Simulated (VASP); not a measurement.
# GaP (F-43m) in VASP: a series of runs

The runs below take GaP through single point, with PBE.

Everything below comes from runs of VASP 6.6.1. Logs are shortened: lines on timing, memory, paths and dates and some standing lists are left out, and cuts for length are marked.

## 1. The cell of the first run

It takes space group F-43m (No. 216, cubic). The conventional cell has a = 5.505 Å, b = 5.505 Å, c = 5.505 Å, α = 90.00°, β = 90.00°, γ = 90.00°. Within 3.1 Å of Ga (site symmetry -43m) lie 4 P at 2.38 Å. P (site symmetry -43m) has 4 Ga at 2.38 Å within 3.1 Å.

## 2. Single point, PBE

INCAR

```
SYSTEM = GaP
PREC = Accurate
ENCUT = 520
EDIFF = 1E-7
ISMEAR = 0
SIGMA = 0.02
LREAL = .FALSE.
LASPH = .TRUE.
NELM = 60
ALGO = Normal
ISIF = 2
LWAVE = .FALSE.
LCHARG = .TRUE.
GGA = PE
LELF = .TRUE.
LVHAR = .TRUE.
NBANDS = 16
```

KPOINTS

```
Automatic mesh
0
G
  8 8 8
  0 0 0
```

POSCAR

```
GaP
1.0
    0.0000000000      2.7525584772      2.7525584772
    2.7525584772      0.0000000000      2.7525584772
    2.7525584772      2.7525584772      0.0000000000
Ga P
1 1
Direct
    0.0000000000      0.0000000000      0.0000000000
    0.7500000000      0.7500000000      0.7500000000
```

Potentials or basis: VASP PAW PBE potentials, release 64 (Ga_d, P).

Run with:

```bash
$ cat potpaw_PBE.64/Ga_d/POTCAR potpaw_PBE.64/P/POTCAR > POTCAR
$ mpirun -np 1 vasp_std > vasp.out
```

OUTCAR:

```text
SYSTEM = GaP
   PREC = Accurate
   ENCUT = 520
   EDIFF = 1E-7
   ISMEAR = 0
   LREAL = .FALSE.
   LASPH = .TRUE.
   NELM = 60
   ISIF = 2
   GGA = PE

 ion  position               nearest neighbor table
   1  0.000  0.000  0.000-   2 2.38   2 2.38   2 2.38   2 2.38
   2  0.750  0.750  0.750-   1 2.38   1 2.38   1 2.38   1 2.38

  LATTYP: Found a face centered cubic cell.
 ALAT       =     5.5051169544

  Lattice vectors:

 A1 = (   0.0000000000,   2.7525584772,   2.7525584772)
 A2 = (   2.7525584772,   0.0000000000,   2.7525584772)
 A3 = (   2.7525584772,   2.7525584772,   0.0000000000)

Analysis of symmetry for initial positions (statically):
=====================================================================
 Subroutine PRICEL returns:
 Original cell was already a primitive cell.

 Routine SETGRP: Setting up the symmetry group for a
 face centered cubic supercell.

 Subroutine GETGRP returns: Found 24 space group operations
 (whereof 24 operations were pure point group operations)
 out of a pool of 48 trial point group operations.

The static configuration has the point symmetry T_d .

Analysis of symmetry for dynamics (positions and initial velocities):
=====================================================================
 Subroutine PRICEL returns:
 Original cell was already a primitive cell.

 Routine SETGRP: Setting up the symmetry group for a
 face centered cubic supercell.

 Subroutine GETGRP returns: Found 24 space group operations
 (whereof 24 operations were pure point group operations)
 out of a pool of 48 trial point group operations.

The dynamic configuration has the point symmetry T_d .

 Subroutine INISYM returns: Found 24 space group operations
 (whereof 24 operations are pure point group operations),
 and found     1 'primitive' translations

----------------------------------------------------------------------------------------

                                     Primitive cell

  volume of cell :      41.7099

  direct lattice vectors                    reciprocal lattice vectors
     0.000000000  2.752558477  2.752558477    -0.181649184  0.181649184  0.181649184
     2.752558477  0.000000000  2.752558477     0.181649184 -0.181649184  0.181649184
     2.752558477  2.752558477  0.000000000     0.181649184  0.181649184 -0.181649184

  length of vectors
     3.892705530  3.892705530  3.892705530     0.314625615  0.314625615  0.314625615

  position of ions in fractional coordinates (direct lattice)
     0.000000000  0.000000000  0.000000000
     0.750000000  0.750000000  0.750000000

  ion indices of the primitive-cell ions
   primitive index   ion index
                 1           1
                 2           2

----------------------------------------------------------------------------------------

 KPOINTS: Automatic mesh

Automatic generation of k-mesh.
 Grid dimensions read from file:
 generate k-points for:    8    8    8

 Generating k-lattice:

  Cartesian coordinates                     Fractional coordinates (reciprocal lattice)
    -0.022706148  0.022706148  0.022706148     0.125000000  0.000000000  0.000000000
     0.022706148 -0.022706148  0.022706148     0.000000000  0.125000000  0.000000000
     0.022706148  0.022706148 -0.022706148     0.000000000  0.000000000  0.125000000

  Length of vectors
     0.039328202  0.039328202  0.039328202

  Shift w.r.t. Gamma in fractional coordinates (k-lattice)
     0.000000000  0.000000000  0.000000000

 Subroutine IBZKPT returns following result:
 ===========================================

 Found     29 irreducible k-points:

 Following reciprocal coordinates:
            Coordinates               Weight
  0.000000  0.000000  0.000000      1.000000
  0.125000  0.000000  0.000000      8.000000
  0.250000  0.000000  0.000000      8.000000
  0.375000  0.000000  0.000000      8.000000
  0.500000  0.000000  0.000000      4.000000
  0.125000  0.125000  0.000000      6.000000
[... 16 lines left out ...]
  0.500000  0.250000  0.125000     48.000000
 -0.375000  0.250000  0.125000     24.000000
 [... further k-points ...]
   k-points           NKPTS =     29   k-points in BZ     NKDIM =     29   number of bands    NBANDS=     16
   number of dos      NEDOS =    301   number of ions     NIONS =      2
   total plane-waves  NPLWV =  27000
   dimension x,y,z NGX =    30 NGY =   30 NGZ =   30
   dimension x,y,z NGXF=    60 NGYF=   60 NGZF=   60
   ions per type =               1   1
   NGX,Y,Z   is equivalent  to a cutoff of  12.81, 12.81, 12.81 a.u.
   NGXF,Y,Z  is equivalent  to a cutoff of  25.62, 25.62, 25.62 a.u.
 SYSTEM =  GaP
   PREC   = accura    normal or accurate (medium, high low for compatibility)
   ISTART =      0    job   : 0-new  1-cont  2-samecut
   ICHARG =      2    charge: 1-file 2-atom 10-const
   ISPIN  =      1    spin polarized calculation?
   LNONCOLLINEAR =      F non collinear calculations
   LSORBIT =      F    spin-orbit coupling
   LASPH  =      T    aspherical Exc in radial PAW
   ENCUT  =  520.0 eV  38.22 Ry    6.18 a.u.   7.24  7.24  7.24*2*pi/ulx,y,z
   NELM   =     60;   NELMIN=  2; NELMDL= -5     # of ELM steps
   EDIFF  = 0.1E-06   stopping-criterion for ELM
   LREAL  =      F    real-space projection
   EDIFFG = 0.1E-05   stopping-criterion for IOM
   NSW    =      0    number of steps for IOM
   IBRION =     -1    ionic relax: 0-MD 1-quasi-New 2-CG
   NFREE  =      0    steps in history (QN), initial steepest desc. (CG)
   ISIF   =      2    stress and relaxation
   ISYM   =      2    0-nonsym 1-usesym 2-fastsym
   POTIM  = 0.5000    time-step for ionic-motion
   TEBEG  =    0.0;   TEEND  =   0.0 temperature during run
   PSTRESS=    0.0 pullay stress
   NELECT =      18.0000    total number of electrons
   NUPDOWN=      -1.0000    fix difference up-down
   EMIN   =  10.00;   EMAX   =-10.00  energy-range for DOS
   EFERMI =   0.00;   METHOD = LEGACY
   ISMEAR =     0;   SIGMA  =   0.02  broadening in eV -4-tet -1-fermi 0-gaus
   EFERMI_NEDOS =   21; number of points for ismear=-14 and -15
   IALGO  =     38    algorithm
   IMIX   =      4    mixing-type and parameters
     AMIX     =   0.40;   BMIX     =  1.00
     AMIX_MAG =   1.60;   BMIX_MAG =  1.00
  volume/ion in A,a.u.               =      20.85       140.74
  Fermi-wavevector in a.u.,A,eV,Ry     =   1.237141  2.337857 20.823951  1.530517
  Thomas-Fermi vector in A             =   2.371720
   LORBIT       =      0    0 simple, 1 ext, 2 COOP (PROOUT), +10 PAW based schemes
   GGA     = PE    functional components
   LHFCALC =     F    Hartree Fock is set to
   AEXX    =    0.0000 exact exchange contribution
   IVDW    =     0    specifies the selected vdW correction
   LEPSILON=     F    determine dielectric tensor
   LRPA    =     F    only Hartree local field effects (RPA)
 non-spin polarized calculation
 Gauss-broadening in eV      SIGMA  =   0.02
  energy-cutoff  :      520.00
  volume of cell :       41.71
 maximum number of plane-waves:      1158
 NGX is ok and might be reduce to    30
   NGX = 15   NGY = 15   NGZ = 15

 number of electron      18.0000003 magnetization

 Free energy of the ion-electron system (eV)
  ---------------------------------------------------
  ext. energy  EPLUGINS =         0.00000000
  ---------------------------------------------------
  free energy    TOTEN  =        -9.12558135 eV

  energy without entropy =       -9.12558135  energy(sigma->0) =       -9.12558135

 E-fermi :   4.5101     XC(G=0):  -9.6971

 val. band max:        4.3520561060   @ k =   0.0000   0.0000   0.0000
 cond. band min:       5.9318789032   @ k =   0.0000   0.0000   0.0000
 fundamental gap:      1.5798227972
 Fermi energy:         4.5101200172

 k-point     1 :       0.0000    0.0000    0.0000
  band No.  band energies     occupation
      1     -10.1521      2.00000
      2     -10.1521      2.00000
      3     -10.1521      2.00000
      4     -10.0613      2.00000
      5     -10.0613      2.00000
      6      -7.9188      2.00000
[... 8 lines left out ...]
     15      14.0974      0.00000
     16      14.0974      0.00000

 k-point     2 :       0.1250    0.0000    0.0000
  band No.  band energies     occupation
      1     -10.1639      2.00000
      2     -10.1479      2.00000
      3     -10.1479      2.00000
      4     -10.0613      2.00000
      5     -10.0613      2.00000
      6      -7.7244      2.00000
[... 8 lines left out ...]
     15      13.4915      0.00000
     16      13.9126      0.00000

 k-point     3 :       0.2500    0.0000    0.0000
  band No.  band energies     occupation
      1     -10.1904      2.00000
      2     -10.1388      2.00000
      3     -10.1388      2.00000
      4     -10.0601      2.00000
      5     -10.0601      2.00000
      6      -7.1737      2.00000
[... 8 lines left out ...]
     15      13.3075      0.00000
     16      14.1989      0.00000

 k-point     4 :       0.3750    0.0000    0.0000
  band No.  band energies     occupation
      1     -10.2146      2.00000
      2     -10.1318      2.00000
      3     -10.1318      2.00000
      4     -10.0568      2.00000
      5     -10.0568      2.00000
      6      -6.4104      2.00000
[... 8 lines left out ...]
     15      14.4635      0.00000
     16      14.4635      0.00000
[... 324 lines left out ...]
 k-point    22 :       0.3750    0.2500    0.1250
  band No.  band energies     occupation
      1     -10.2116      2.00000
      2     -10.1280      2.00000
      3     -10.1244      2.00000
      4     -10.0707      2.00000
      5     -10.0531      2.00000
      6      -6.7048      2.00000
[... 8 lines left out ...]
     15      15.3554      0.00000
     16      16.5830      0.00000

 k-point    23 :       0.5000    0.2500    0.1250
  band No.  band energies     occupation
      1     -10.2256      2.00000
      2     -10.1246      2.00000
      3     -10.1161      2.00000
      4     -10.0689      2.00000
      5     -10.0532      2.00000
      6      -5.9871      2.00000
[... 8 lines left out ...]
     15      15.7333      0.00000
     16      17.0509      0.00000

 k-point    24 :      -0.3750    0.2500    0.1250
  band No.  band energies     occupation
      1     -10.2307      2.00000
      2     -10.1241      2.00000
      3     -10.1132      2.00000
      4     -10.0657      2.00000
      5     -10.0546      2.00000
      6      -5.5606      2.00000
[... 8 lines left out ...]
     15      16.2470      0.00000
     16      16.6889      0.00000

 [... further k-points ...]

------------------------ aborting loop because EDIFF is reached ----------------------------------------

  FORCE on cell =-STRESS in cart. coord.  units (eV):
  Direction    XX          YY          ZZ          XY          YZ          ZX
  --------------------------------------------------------------------------------------
  -------------------------------------------------------------------------------------
  Total        0.0086174      0.0086174      0.0086174      0.0000000     -0.0000000      0.0000000
  in kB        0.3310144      0.3310144      0.3310144      0.0000000     -0.0000000      0.0000000
  external PRESSURE =       0.3310144 kB  Pullay stress =       0.0000000 kB

 VOLUME and BASIS-vectors are now :
 -----------------------------------------------------------------------------
  energy-cutoff  :      520.00
  volume of cell :       41.71
      direct lattice vectors                 reciprocal lattice vectors
     0.000000000  2.752558477  2.752558477    -0.181649184  0.181649184  0.181649184
     2.752558477  0.000000000  2.752558477     0.181649184 -0.181649184  0.181649184
     2.752558477  2.752558477  0.000000000     0.181649184  0.181649184 -0.181649184

 POSITION                                       TOTAL-FORCE (eV/Angst)
 -----------------------------------------------------------------------------------
      0.00000      0.00000      0.00000         0.000000      0.000000     -0.000000
      4.12884      4.12884      4.12884        -0.000000     -0.000000      0.000000
 -----------------------------------------------------------------------------------
    total drift:                               -0.000002     -0.000002     -0.000002

  FREE ENERGIE OF THE ION-ELECTRON SYSTEM (eV)
  ---------------------------------------------------
  free  energy   TOTEN  =        -9.1255813475 eV

  energy  without entropy=       -9.1255813475  energy(sigma->0) =       -9.12558135
```

Wall time 19 s (1 thread of AMD EPYC 7R13 (Zen 3), shared host); peak memory 0.14 GiB.

What came out:

```
Free energy            : -9.1256 eV
Pressure               : 0.0 GPa
Band gap on the k mesh : 1.58 eV, direct
```

A k mesh can miss the band edges. Expect the measured gap to be larger: semilocal functionals such as PBE lack the derivative discontinuity.

## 3. Single point, PBE

INCAR

```
PREC = Accurate
ENCUT = 520
EDIFF = 1E-6
ISMEAR = 0
SIGMA = 0.02
LREAL = F
LASPH = T
NELM = 100
ALGO = Normal
ISIF = 2
LWAVE = F
LCHARG = T
GGA = PE
LELF = T
LVHAR = T
NBANDS = 16
```

KPOINTS

```
regular mesh
0
Gamma
  8 8 8
```

POSCAR is that of step 2.

Potentials or basis: VASP PAW PBE potentials, release 64 (Ga_d, P).

Run with:

```bash
$ cat potpaw_PBE.64/Ga_d/POTCAR potpaw_PBE.64/P/POTCAR > POTCAR
$ mpirun -np 1 vasp_std > vasp.out
```

Run time: 17 s. Hardware: 1 thread of AMD EPYC 7R13 (Zen 3), shared host; peak memory 0.14 GiB.

It converged, with:

```yaml
Free_energy: -9.1256 eV
Pressure: 0.0 GPa
Band_gap_on_the_k_mesh: 1.58 eV, direct
```

Levels at points of the mesh, in eV from the valence-band top:
| k point | band 6 | band 7 | band 8 | band 9 | band 10 | band 11 | band 12 | band 13 |
| --- | --- | --- | --- | --- | --- | --- | --- | --- |
| (0.00, 0.00, 0.00) | -12.27 | 0.00 | 0.00 | 0.00 | 1.58 | 3.90 | 3.90 | 3.90 |
| (0.50, 0.00, 0.00) | -10.30 | -6.46 | -1.07 | -1.07 | 1.58 | 4.73 | 4.73 | 8.23 |
| (0.50, 0.50, 0.00) | -9.44 | -6.61 | -2.58 | -2.58 | 1.72 | 1.85 | 10.37 | 10.37 |

A k mesh can miss the band edges. PBE gaps usually lie below the measured ones, often by a third to a half.
